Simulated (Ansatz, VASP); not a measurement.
**Two plane-wave programs on PtSe2**

File INCAR:

```
PREC = Accurate ; ENCUT = 500
EDIFF = 1E-6 ; ISMEAR = -1
SIGMA = 0.05 ; LREAL = False
LASPH = True ; NELM = 120
ALGO = Normal ; ISIF = 2
LWAVE = False ; LCHARG = False
GGA = LIBXC ; LIBXC1 = GGA_X_B88
LIBXC2 = GGA_C_PBE ; NBANDS = 18
GGA_COMPAT = False
```

The input KPOINTS:

```
Automatic mesh
0
Gamma
  8 8 5
```

The input POSCAR:

```
PtSe2
1.0
    3.7240000000      0.0000000000      0.0000000000
   -1.8620000000      3.2250786037      0.0000000000
    0.0000000000      0.0000000000      5.0620000000
Pt Se
1 2
Direct
    0.0000000000      0.0000000000      0.0000000000
    0.6666666667      0.3333333333      0.7500000000
    0.3333333333      0.6666666667      0.2500000000
```

File input.yaml:

```yaml
crystal:
  lattice:
    - [3.724, 0.0, 0.0]
    - [-1.862, 3.2250786037, 0.0]
    - [0.0, 0.0, 5.062]
  atoms:
    - { symbol: Pt, position: [0.0, 0.0, 0.0] }
    - { symbol: Se, position: [0.6666666667, 0.3333333333, 0.75] }
    - { symbol: Se, position: [0.3333333333, 0.6666666667, 0.25] }
hamiltonian:
  xc: { exchange: b88, correlation: pbe }
  pseudopotentials: { kind: paw }
kpoints:
  mp_grid: { grid: [8, 8, 5] }
  band_path:
    path:
      - [[0.0, 0.0, 0.0], [0.5, 0.0, 0.0], [0.3333333333, 0.3333333333, 0.0], [0.0, 0.0, 0.0], [0.0, 0.0, 0.5], [0.5, 0.0, 0.5], [0.3333333333, 0.3333333333, 0.5], [0.0, 0.0, 0.5]]
      - [[0.5, 0.0, 0.5], [0.5, 0.0, 0.0]]
      - [[0.3333333333, 0.3333333333, 0.0], [0.3333333333, 0.3333333333, 0.5]]
    npoints: 14
scf:
  occupations: { method: fermi_dirac, width: 0.05 }
  n_extra_bands: 7
output:
  forces: true
  stress: true
  eigenvalues: true
  fatbands: false
  write_density: true
  write_potential: true
  elf: true
  volumetric_format: npy
```

Alike in both runs: functional b88 exchange, pbe correlation; k mesh 8 × 8 × 5; occupations fermi-dirac, width 0.05 eV; no spin polarisation.

|  | VASP | Ansatz |
| --- | --- | --- |
| version | VASP 6.6.1 | Ansatz 0.2.0 |
| potentials or method | VASP PAW PBE potentials, release 64 (Pt, Se) | Ansatz PAW |
| plane-wave cutoff (eV) | 500 | 420 |
| valence electrons in the cell | 22 | 50 |
| task | single point | band structure |

```csv
,VASP,Ansatz,Ansatz less VASP
gap on the k mesh at the Fermi level (eV),none,none,-
pressure (GPa),7.1,7.2,+0.01
"traceless stress, the component that is largest in VASP (GPa)",-1.22,-1.21,+0.012
rms of the force components (eV/Å),0.286,0.283,-0.0029
```

VASP's potentials were made for PBE, not for b88 exchange, pbe correlation. Atom by atom the forces differ by 0.003 eV/Å (rms over components). A gap of «none» marks a metal or a gap that the smearing closes. VASP's potentials hold 22 valence electrons a cell and Ansatz's 50, so a difference there can come from the potentials and not from the codes.

Spin-orbit coupling is off throughout.
